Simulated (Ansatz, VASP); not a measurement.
**Two plane-wave programs on HgTe**

```
Hg Te
1.0
     0.00000    3.07223    3.07223
     3.07223    0.00000    3.07223
     3.07223    3.07223    0.00000
Hg Te
1 1
Direct
  0.00000 0.00000 0.00000
  0.50000 0.50000 0.50000
```

Alike in both runs: functional PBE; k mesh 12 × 12 × 12; occupations fermi-dirac, width 0.1 eV; no spin polarisation.

Ansatz relaxed the structure, and its values are those at the end. VASP's run is a single point on that final structure, the one shown.

```csv
,VASP,Ansatz
version,VASP 6.6.1,Ansatz 0.2.0
potentials or method,"VASP PAW PBE potentials, release 64 (Hg, Te)","PAW with Ansatz's default frozen-core files, scalar-relativistic"
plane-wave cutoff (eV),520,420
valence electrons in the cell,18,36
```

|  | VASP | Ansatz | Ansatz less VASP |
| --- | --- | --- | --- |
| pressure (GPa) | 0.1 | 0.0 | -0.10 |

The functional is the same, so the differences come from potentials, cutoffs and numerics. VASP's potentials hold 18 valence electrons a cell and Ansatz's 36, so a difference there can come from the potentials and not from the codes.

Spin-orbit coupling is off throughout.
